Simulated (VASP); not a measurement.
A run of VASP 6.6.1 is set up as follows.

The input INCAR:

```
SYSTEM = SrO
PREC     = Accurate       ! precision mode
ENCUT    = 600            ! plane-wave cutoff, eV
EDIFF    = 1E-6           ! SCF threshold, eV
ISMEAR   = 0              ! smearing method
SIGMA    = 0.01           ! smearing width, eV
LREAL    = .FALSE.        ! projectors in reciprocal space
LASPH    = .TRUE.         ! aspherical terms in the spheres
NELM     = 120            ! most SCF steps
ALGO     = Normal         ! electronic algorithm
ISIF     = 2              ! what is computed and relaxed
LWAVE    = .FALSE.        ! write WAVECAR
LCHARG   = .FALSE.        ! write CHGCAR
GGA      = PE             ! functional
NBANDS   = 15             ! bands
GGA_COMPAT= .FALSE.
```

The input KPOINTS:

```
Automatic mesh
0
G
  4 4 4
  0 0 0
```

POSCAR

```
SrO
1.0
    0.0000000000      2.5663000000      2.5663000000
    2.5663000000      0.0000000000      2.5663000000
    2.5663000000      2.5663000000      0.0000000000
Sr O
1 1
Direct
    0.5000000000      0.5000000000      0.5000000000
    0.0000000000      0.0000000000      0.0000000000
```

Potentials or basis: VASP PAW PBE potentials, release 64 (Sr_sv, O).

Run with:

```bash
$ cat potpaw_PBE.64/Sr_sv/POTCAR potpaw_PBE.64/O/POTCAR > POTCAR
$ mpirun -np 1 vasp_std > vasp.out
```

Q: Estimate the pressure.

A: 3.9 GPa.

Q: Estimate the band gap on the k mesh.

A: 3.26 eV, indirect (least direct gap 3.34 eV).

Caveat: the k points lie up to 0.53 Å⁻¹ apart. A k mesh can miss the band edges.
